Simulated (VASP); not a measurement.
Runs of VASP 6.6.1 on GdN (zincblende type). The structure is that of space group F-43m (No. 216), or close to it. The cells are those of the table. 

```tsv
task	cell	cutoff (eV)	gap on the mesh (eV)	pressure (GPa)	moment (μB)
electric field gradients	a = 3.799 Å, angles 60.0°, 2 atoms	520	(a)	-1.8	7.00
electric field gradients	a = 3.723 Å, angles 60.0°, 2 atoms	520	1.20	4.9	7.00
relaxation of cell and atoms	relaxed from a = 3.751 Å, angles 60.0°, 2 atoms	600	1.19	0.0	7.00
electric field gradients	a = 3.774 Å, angles 60.0°, 2 atoms	520	1.19	0.2	7.00
electric field gradients	a = 3.748 Å, angles 60.0°, 2 atoms	520	1.19	(b)	7.00
```

Alike in all rows: level PBE; potentials or basis VASP PAW PBE potentials, release 64 (Gd, N); spin collinear, ferromagnetic start; k mesh 12 × 12 × 12; smearing fermi-dirac 0.03 eV.

**Question.** Fill in the values left out.

**Answer.** (a) 1.17; (b) 2.4.

Caveats: spin-orbit coupling is left out, which moves the levels of the heavy elements; a cell with one magnetic atom can't hold antiferromagnetic order, which such compounds often take; semilocal functionals describe open f shells poorly, which spoils levels, moments and volumes; the cell stands under pressure (at least some runs).

A k mesh can miss the band edges, and the runs leave out spin-orbit coupling on Gd.
